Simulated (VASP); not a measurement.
# Cr (P6/mmm) in VASP: further runs

Runs on Cr. Level: PBE. Tasks: single point, relaxation of cell and atoms.

All numbers are computed with VASP 6.6.1; they aren't measurements. Logs are shortened: lines on timing, memory, paths and dates and some standing lists are left out, and cuts for length are marked.

## Step 1: The cell of the first run

The structure is hexagonal, space group P6/mmm (No. 191). The conventional cell has a = 2.516 Å, b = 2.516 Å, c = 2.235 Å, α = 90.00°, β = 90.00°, γ = 120.00°. Within 3.0 Å of Cr (site symmetry 6/mmm) lie 8 Cr at 2.23 to 2.52 Å.

This isn't the form of Cr at room conditions, which is bcc.

## Step 2: Single point, PBE, collinear spin, ferromagnetic start

Contents of INCAR:

```
ALGO = Normal ; EDIFF = 1E-6
ENCUT = 700 ; GGA = PE
GGA_COMPAT = False ; ISIF = 2
ISMEAR = -1 ; ISPIN = 2
LASPH = True ; LCHARG = False
LMAXMIX = 4 ; LORBIT = 11
LREAL = False ; LWAVE = False
MAGMOM = 2 ; NBANDS = 17
NELM = 200 ; PREC = Accurate
SIGMA = 0.08
```

Contents of KPOINTS:

```
k-points
0
Gamma
  18 18 16
```

Contents of POSCAR:

```
Cr
1.0
    2.5158366340      0.0000000000      0.0000000000
   -1.2579183170      2.1787784368      0.0000000000
    0.0000000000      0.0000000000      2.2346354616
Cr
1
Direct
    0.0000000000      0.0000000000      0.0000000000
```

Potentials or basis: VASP PAW PBE potentials, release 64 (Cr_sv).

On the command line:

```bash
cat potpaw_PBE.64/Cr_sv/POTCAR > POTCAR
mpirun -np 1 vasp_std > vasp.out
```

OUTCAR:

```text
EDIFF = 1E-6
   ENCUT = 700
   GGA = PE
   ISIF = 2
   ISMEAR = -1
   ISPIN = 2
   LASPH = True
   LORBIT = 11
   LREAL = False
   NELM = 200
   PREC = Accurate

 ion  position               nearest neighbor table
   1  0.000  0.000  0.000-

  LATTYP: Found a hexagonal cell.
 ALAT       =     2.5158366340
 C/A-ratio  =     0.8882275707

  Lattice vectors:

 A1 = (   2.5158366340,   0.0000000000,   0.0000000000)
 A2 = (  -1.2579183170,   2.1787784368,   0.0000000000)
 A3 = (   0.0000000000,   0.0000000000,   2.2346354616)

Analysis of symmetry for initial positions (statically):
=====================================================================
 Subroutine PRICEL returns:
 Original cell was already a primitive cell.

 Routine SETGRP: Setting up the symmetry group for a
 hexagonal supercell.

 Subroutine GETGRP returns: Found 24 space group operations
 (whereof 24 operations were pure point group operations)
 out of a pool of 24 trial point group operations.

The static configuration has the point symmetry D_6h.

Analysis of symmetry for dynamics (positions and initial velocities):
=====================================================================
 Subroutine PRICEL returns:
 Original cell was already a primitive cell.

 Routine SETGRP: Setting up the symmetry group for a
 hexagonal supercell.

 Subroutine GETGRP returns: Found 24 space group operations
 (whereof 24 operations were pure point group operations)
 out of a pool of 24 trial point group operations.

The dynamic configuration has the point symmetry D_6h.

Analysis of structural, dynamic, and magnetic symmetry:
=====================================================================
 Subroutine PRICEL returns:
 Original cell was already a primitive cell.

 Routine SETGRP: Setting up the symmetry group for a
 hexagonal supercell.

 Subroutine GETGRP returns: Found 24 space group operations
 (whereof 24 operations were pure point group operations)
 out of a pool of 24 trial point group operations.

The overall configuration has the point symmetry D_6h.

 Subroutine INISYM returns: Found 24 space group operations
 (whereof 24 operations are pure point group operations),
 and found     1 'primitive' translations

----------------------------------------------------------------------------------------

                                     Primitive cell

  volume of cell :      12.2490

  direct lattice vectors                    reciprocal lattice vectors
     2.515836634  0.000000000  0.000000000     0.397482089  0.229486391  0.000000000
    -1.257918317  2.178778437  0.000000000     0.000000000  0.458972782  0.000000000
     0.000000000  0.000000000  2.234635462     0.000000000  0.000000000  0.447500282

  length of vectors
     2.515836634  2.515836634  2.234635462     0.458972782  0.458972782  0.447500282

  position of ions in fractional coordinates (direct lattice)
     0.000000000  0.000000000  0.000000000

  ion indices of the primitive-cell ions
   primitive index   ion index
                 1           1

----------------------------------------------------------------------------------------

 KPOINTS: k-points

Automatic generation of k-mesh.
 Grid dimensions read from file:
 generate k-points for:   18   18   16

 Generating k-lattice:

  Cartesian coordinates                     Fractional coordinates (reciprocal lattice)
     0.022082338  0.012749244  0.000000000     0.055555556  0.000000000  0.000000000
     0.000000000  0.025498488  0.000000000     0.000000000  0.055555556  0.000000000
     0.000000000  0.000000000  0.027968768     0.000000000  0.000000000  0.062500000

  Length of vectors
     0.025498488  0.025498488  0.027968768

  Shift w.r.t. Gamma in fractional coordinates (k-lattice)
     0.000000000  0.000000000  0.000000000

 Subroutine IBZKPT returns following result:
 ===========================================

 Found    333 irreducible k-points:

 Following reciprocal coordinates:
            Coordinates               Weight
  0.000000  0.000000  0.000000      1.000000
  0.055556 -0.000000  0.000000      6.000000
  0.111111 -0.000000  0.000000      6.000000
  0.166667 -0.000000  0.000000      6.000000
  0.222222 -0.000000  0.000000      6.000000
  0.277778 -0.000000  0.000000      6.000000
[... 16 lines left out ...]
  0.333333  0.111111  0.000000     12.000000
  0.388889  0.111111  0.000000     12.000000
 [... further k-points ...]
   k-points           NKPTS =    333   k-points in BZ     NKDIM =    333   number of bands    NBANDS=     17
   number of dos      NEDOS =    301   number of ions     NIONS =      1
   total plane-waves  NPLWV =  11520
   dimension x,y,z NGX =    24 NGY =   24 NGZ =   20
   dimension x,y,z NGXF=    48 NGYF=   48 NGZF=   40
   ions per type =               1
   NGX,Y,Z   is equivalent  to a cutoff of  15.86, 15.86, 14.88 a.u.
   NGXF,Y,Z  is equivalent  to a cutoff of  31.72, 31.72, 29.76 a.u.
 SYSTEM =  unknown system
   PREC   = accura    normal or accurate (medium, high low for compatibility)
   ISTART =      0    job   : 0-new  1-cont  2-samecut
   ICHARG =      2    charge: 1-file 2-atom 10-const
   ISPIN  =      2    spin polarized calculation?
   LNONCOLLINEAR =      F non collinear calculations
   LSORBIT =      F    spin-orbit coupling
   LASPH  =      T    aspherical Exc in radial PAW
   ENCUT  =  700.0 eV  51.45 Ry    7.17 a.u.   5.43  5.43  4.82*2*pi/ulx,y,z
   NELM   =    200;   NELMIN=  2; NELMDL= -5     # of ELM steps
   EDIFF  = 0.1E-05   stopping-criterion for ELM
   LREAL  =      F    real-space projection
   EDIFFG = 0.1E-04   stopping-criterion for IOM
   NSW    =      0    number of steps for IOM
   IBRION =     -1    ionic relax: 0-MD 1-quasi-New 2-CG
   NFREE  =      0    steps in history (QN), initial steepest desc. (CG)
   ISIF   =      2    stress and relaxation
   ISYM   =      2    0-nonsym 1-usesym 2-fastsym
   POTIM  = 0.5000    time-step for ionic-motion
   TEBEG  =    0.0;   TEEND  =   0.0 temperature during run
   PSTRESS=    0.0 pullay stress
   NELECT =      14.0000    total number of electrons
   NUPDOWN=      -1.0000    fix difference up-down
   EMIN   =  10.00;   EMAX   =-10.00  energy-range for DOS
   EFERMI =   0.00;   METHOD = LEGACY
   ISMEAR =    -1;   SIGMA  =   0.08  broadening in eV -4-tet -1-fermi 0-gaus
   EFERMI_NEDOS =   21; number of points for ismear=-14 and -15
   IALGO  =     38    algorithm
   IMIX   =      4    mixing-type and parameters
     AMIX     =   0.40;   BMIX     =  1.00
     AMIX_MAG =   1.60;   BMIX_MAG =  1.00
  volume/ion in A,a.u.               =      12.25        82.66
  Fermi-wavevector in a.u.,A,eV,Ry     =   1.711657  3.234563 39.861944  2.929770
  Thomas-Fermi vector in A             =   2.789731
   LORBIT       =     11    0 simple, 1 ext, 2 COOP (PROOUT), +10 PAW based schemes
   GGA     = PE    functional components
   LHFCALC =     F    Hartree Fock is set to
   AEXX    =    0.0000 exact exchange contribution
   IVDW    =     0    specifies the selected vdW correction
   LEPSILON=     F    determine dielectric tensor
   LRPA    =     F    only Hartree local field effects (RPA)
 spin polarized calculation
  energy-cutoff  :      700.00
  volume of cell :       12.25
 maximum number of plane-waves:       537
 NGX is ok and might be reduce to    24
   NGX = 11   NGY = 11   NGZ =  9

 number of electron      13.9999999 magnetization      -0.0000631

 number of electron      13.9999999 magnetization       0.0001547

 Free energy of the ion-electron system (eV)
  ---------------------------------------------------
  ext. energy  EPLUGINS =         0.00000000
  ---------------------------------------------------
  free energy    TOTEN  =        -8.86120231 eV

  energy without entropy =       -8.82969402  energy(sigma->0) =       -8.84544816

 E-fermi :  13.0247     XC(G=0): -13.3081

 val. band max:       13.0217137027   @ k =   0.3889   0.1111   0.2500
 cond. band min:      13.0311275508   @ k =   0.3889   0.0556   0.2500
 fundamental gap:      0.0094138481
 Fermi energy:        13.0247477477

 spin component 1

 k-point     1 :       0.0000    0.0000    0.0000
  band No.  band energies     occupation
      1     -58.6798      1.00000
      2     -29.4979      1.00000
      3     -29.4979      1.00000
      4     -29.2390      1.00000
      5       5.4678      1.00000
      6       9.7250      1.00000
[... 9 lines left out ...]
     16      39.9771      0.00000
     17      40.1506      0.00000

 k-point     2 :       0.0556   -0.0000    0.0000
  band No.  band energies     occupation
      1     -58.6754      1.00000
      2     -29.5226      1.00000
      3     -29.5034      1.00000
      4     -29.2368      1.00000
      5       5.5833      1.00000
      6       9.7580      1.00000
[... 9 lines left out ...]
     16      41.0417      0.00000
     17      41.1329      0.00000
[... 421 lines left out ...]
 k-point    24 :       0.3889    0.1111    0.0000
  band No.  band energies     occupation
      1     -58.5320      1.00000
      2     -30.2415      1.00000
      3     -29.7332      1.00000
      4     -29.1614      1.00000
      5       9.2531      1.00000
      6      10.4052      1.00000
[... 9 lines left out ...]
     16      45.9305      0.00000
     17      46.5724      0.00000

 [... further k-points ...]

 spin component 2

 k-point     1 :       0.0000    0.0000    0.0000
  band No.  band energies     occupation
      1     -58.6796      1.00000
      2     -29.4977      1.00000
      3     -29.4977      1.00000
      4     -29.2388      1.00000
      5       5.4679      1.00000
      6       9.7252      1.00000
[... 9 lines left out ...]
     16      39.9770      0.00000
     17      40.1507      0.00000

 k-point     2 :       0.0556   -0.0000    0.0000
  band No.  band energies     occupation
      1     -58.6752      1.00000
      2     -29.5224      1.00000
      3     -29.5032      1.00000
      4     -29.2366      1.00000
      5       5.5833      1.00000
      6       9.7581      1.00000
[... 9 lines left out ...]
     16      41.0418      0.00000
     17      41.1330      0.00000
[... 421 lines left out ...]
 k-point    24 :       0.3889    0.1111    0.0000
  band No.  band energies     occupation
      1     -58.5319      1.00000
      2     -30.2413      1.00000
      3     -29.7330      1.00000
      4     -29.1612      1.00000
      5       9.2532      1.00000
      6      10.4054      1.00000
[... 9 lines left out ...]
     16      45.9306      0.00000
     17      46.5724      0.00000

 [... further k-points ...]

------------------------ aborting loop because EDIFF is reached ----------------------------------------

  FORCE on cell =-STRESS in cart. coord.  units (eV):
  Direction    XX          YY          ZZ          XY          YZ          ZX
  --------------------------------------------------------------------------------------
  -------------------------------------------------------------------------------------
  Total       -0.0040814     -0.0040814      0.0135149      0.0000000      0.0000000      0.0000000
  in kB       -0.5338472     -0.5338472      1.7677466      0.0000000      0.0000000      0.0000000
  external PRESSURE =       0.2333508 kB  Pullay stress =       0.0000000 kB

 VOLUME and BASIS-vectors are now :
 -----------------------------------------------------------------------------
  energy-cutoff  :      700.00
  volume of cell :       12.25
      direct lattice vectors                 reciprocal lattice vectors
     2.515836634  0.000000000  0.000000000     0.397482089  0.229486391  0.000000000
    -1.257918317  2.178778437  0.000000000     0.000000000  0.458972782  0.000000000
     0.000000000  0.000000000  2.234635462     0.000000000  0.000000000  0.447500282

 POSITION                                       TOTAL-FORCE (eV/Angst)
 -----------------------------------------------------------------------------------
      0.00000      0.00000      0.00000         0.000000      0.000000      0.000000
 -----------------------------------------------------------------------------------
    total drift:                                0.000000      0.000000      0.000000

  FREE ENERGIE OF THE ION-ELECTRON SYSTEM (eV)
  ---------------------------------------------------
  free  energy   TOTEN  =        -8.8612023104 eV

  energy  without entropy=       -8.8296940191  energy(sigma->0) =       -8.84544816

 total charge

# of ion       s       p       d       tot
------------------------------------------
    1        2.193   5.999   3.674  11.866

 magnetization (x)

# of ion       s       p       d       tot
------------------------------------------
    1        0.000   0.000   0.000   0.000
```

It took 1.9 min on 1 thread of Intel Xeon Platinum 8259CL at 2.50GHz (Skylake/Cascade Lake), shared host; peak memory 0.26 GiB.

What came out:

| Quantity | Value |
| --- | --- |
| Free energy | -8.8612 eV |
| Pressure | 0.0 GPa |
| Band gap on the k mesh | zero (filled and empty bands overlap) |
| Net moment | 0.00 μB per cell |
| Valence electrons inside the program's atomic spheres | Cr 11.87 |

Levels at points of the mesh, in eV from the Fermi level:
Spin up:
```csv
k point,band 3,band 4,band 5,band 6,band 7,band 8,band 9,band 10,band 11,band 12
"(0.00, 0.00, 0.00)",-42.52,-42.26,-7.56,-3.30,-0.59,-0.59,2.72,2.72,18.81,21.82
"(0.50, 0.00, 0.00)",-42.70,-42.19,-4.08,-2.61,0.05,1.23,2.42,2.58,8.21,15.91
"(0.00, 0.00, 0.50)",-42.38,-42.38,-2.88,-0.27,0.14,0.14,0.26,0.26,8.52,24.22
"(0.50, 0.00, 0.50)",-43.10,-42.55,-4.45,-2.20,-0.55,2.83,3.85,7.75,7.75,14.40
```
Spin down:
```csv
k point,band 4,band 5,band 6,band 7,band 8,band 9,band 10,band 11
"(0.00, 0.00, 0.00)",-42.26,-7.56,-3.30,-0.59,-0.59,2.72,2.72,18.81
"(0.50, 0.00, 0.00)",-42.19,-4.08,-2.61,0.05,1.23,2.42,2.58,8.21
"(0.00, 0.00, 0.50)",-42.38,-2.88,-0.27,0.14,0.14,0.26,0.26,8.52
"(0.50, 0.00, 0.50)",-42.54,-4.45,-2.20,-0.55,2.83,3.85,7.75,7.75
```

Caveat: the moments typed at the start vanished in this run.

## Step 3: Relaxation of cell and atoms, PBE, collinear spin, ferromagnetic start, target pressure 0.8 GPa, at which the enthalpy is minimised

Contents of INCAR:

```
SYSTEM = Cr
PREC = Accurate
ENCUT = 600
EDIFF = 1E-6
ISMEAR = -1
SIGMA = 0.08
LREAL = .FALSE.
LASPH = .TRUE.
NELM = 150
ALGO = Normal
ISIF = 3
LWAVE = .FALSE.
LCHARG = .FALSE.
ISPIN = 2
MAGMOM = 2
LORBIT = 11
LMAXMIX = 4
GGA = PE
IBRION = 2
NSW = 32
EDIFFG = -0.005
PSTRESS = 8.0
```

Contents of KPOINTS:

```
Automatic mesh
0
G
  18 18 16
  0 0 0
```

POSCAR is that of step 2.

Potentials or basis: VASP PAW PBE potentials, release 64 (Cr_pv).

On the command line:

```bash
cat potpaw_PBE.64/Cr_pv/POTCAR > POTCAR
mpirun -np 1 vasp_std > vasp.out
```

Wall time 91 s (1 thread of Intel Xeon 6975P-C (Granite Rapids), shared host); peak memory 0.2 GiB.

It converged, with:

```
Free energy                                                : -8.7809 eV
Relaxed volume                                             : 12.24 Å³/atom
Relaxed cell                                               : a = 2.514 Å, b = 2.514 Å, c = 2.236 Å, α = 90.00°, β = 90.00°, γ = 120.00°
Space group after relaxing (to 0.1 Å)                      : P6/mmm (No. 191)
Energy change on relaxing (the run minimises the enthalpy) : +0.0 meV/atom
Ionic steps                                                : 5
Pressure after relaxing                                    : 0.8 GPa
Band gap on the k mesh                                     : zero (filled and empty bands overlap)
Net moment                                                 : 0.00 μB per cell
Valence electrons inside the program's atomic spheres      : Cr 11.08
```

Stress tensor (GPa, compression positive):
```
0.75 0.00 0.00
0.00 0.75 0.00
0.00 0.00 0.85
```

Final structure:
```yaml
crystal:
  lattice:
    - [2.51366, 0.00000, 0.00000]
    - [-1.25683, 2.17690, 0.00000]
    - [0.00000, 0.00000, 2.23615]
  atoms:
    - { symbol: Cr, position: [0.00000, 0.00000, 0.00000] }
```

Levels at points of the mesh, in eV from the Fermi level:
Spin up:
```tsv
k point	band 2	band 3	band 4	band 5	band 6	band 7	band 8	band 9	band 10	band 11
(0.00, 0.00, 0.00)	-42.56	-42.30	-7.53	-3.29	-0.59	-0.59	2.70	2.70	7.55	18.80
(0.50, 0.00, 0.00)	-42.74	-42.22	-4.07	-2.60	0.11	1.20	2.40	2.57	7.53	8.27
(0.00, 0.00, 0.50)	-42.41	-42.41	-2.87	-0.24	0.12	0.12	0.27	0.27	7.55	8.52
(0.50, 0.00, 0.50)	-43.13	-42.58	-4.44	-2.21	-0.54	2.82	3.82	7.55	7.78	7.80
```
Spin down:
| k point | band 3 | band 4 | band 5 | band 6 | band 7 | band 8 | band 9 | band 10 |
| --- | --- | --- | --- | --- | --- | --- | --- | --- |
| (0.00, 0.00, 0.00) | -42.30 | -7.53 | -3.29 | -0.59 | -0.59 | 2.70 | 2.70 | 7.55 |
| (0.50, 0.00, 0.00) | -42.22 | -4.07 | -2.60 | 0.11 | 1.20 | 2.40 | 2.57 | 7.53 |
| (0.00, 0.00, 0.50) | -42.41 | -2.87 | -0.24 | 0.12 | 0.12 | 0.27 | 0.27 | 7.55 |
| (0.50, 0.00, 0.50) | -42.58 | -4.44 | -2.21 | -0.54 | 2.82 | 3.82 | 7.55 | 7.78 |

Caveat: the cell is relaxed towards a set pressure, so the run minimises the enthalpy, not the energy; the moments typed at the start vanished in this run.
